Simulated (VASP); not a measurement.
Set up this calculation in VASP 6.6.1, as the native input.

| Quantity | Value |
| --- | --- |
| Task | relaxation of cell and atoms |
| Functional | PBE |
| Potentials or basis | VASP PAW PBE potentials, release 64 (Al, As) |
| Cutoff | 600 eV |
| k mesh | 12 × 12 × 8 |
| Occupations | gaussian, width 0.1 eV |
| Spin | no spin polarisation |
| Dipole correction | no |
| Further INCAR settings | ALGO = Fast; EDIFF = 1e-06; IBRION = 2; EDIFFG = -0.01; NSW = 100; ISIF = 3 |

The structure of Al5As lies in POSCAR:

```
Al5As
1.0
    4.6726474009      0.0000000000      0.0000000000
   -2.3363237004      4.0466313521      0.0000000000
    0.0000000000      0.0000000000      5.6613673341
Al As
5 1
Direct
    0.3333333333      0.6666666667      0.2536658478
    0.3333333333      0.6666666667      0.7463341522
    0.6666666667      0.3333333333      0.7463341522
    0.6666666667      0.3333333333      0.2536658478
    0.0000000000      0.0000000000      0.5000000000
    0.0000000000      0.0000000000      0.0000000000
```

The cell was built from a structure type or drawn by symmetry, and may not be a known phase.

One way to write it, as run:

INCAR

```
PREC = Accurate
ENCUT = 600
EDIFF = 1E-6
ISMEAR = 0
SIGMA = 0.1
LREAL = F
LASPH = T
NELM = 80
ALGO = Fast
ISIF = 3
LWAVE = F
LCHARG = F
GGA = PE
IBRION = 2
NSW = 100
EDIFFG = -0.01
```

KPOINTS

```
regular mesh
0
Gamma
  12 12 8
```

Potentials or basis: VASP PAW PBE potentials, release 64 (Al, As).

The run is started by

```console
$ cat potpaw_PBE.64/Al/POTCAR potpaw_PBE.64/As/POTCAR > POTCAR
$ mpirun -np 1 vasp_std > vasp.out
```

Results of the run:

- Relaxed volume: 17.86 Å³/atom
- Relaxed cell: a = 4.698 Å, b = 4.698 Å, c = 5.607 Å, α = 90.00°, β = 90.00°, γ = 120.00°
- Space group after relaxing (to 0.1 Å): P6/mmm (No. 191)
- Energy gained by relaxing: 0.5 meV/atom
- Ionic steps: 7
- Pressure after relaxing: 0.0 GPa
- Largest force after relaxing: 0.008 eV/Å

Caveat: the highest band is partly filled, so the run has too few bands.

It took 7.5 min on 1 thread of Intel(R) Xeon(R) Platinum 8488C (Sapphire Rapids) (shared host), peak memory 0.39 GiB.
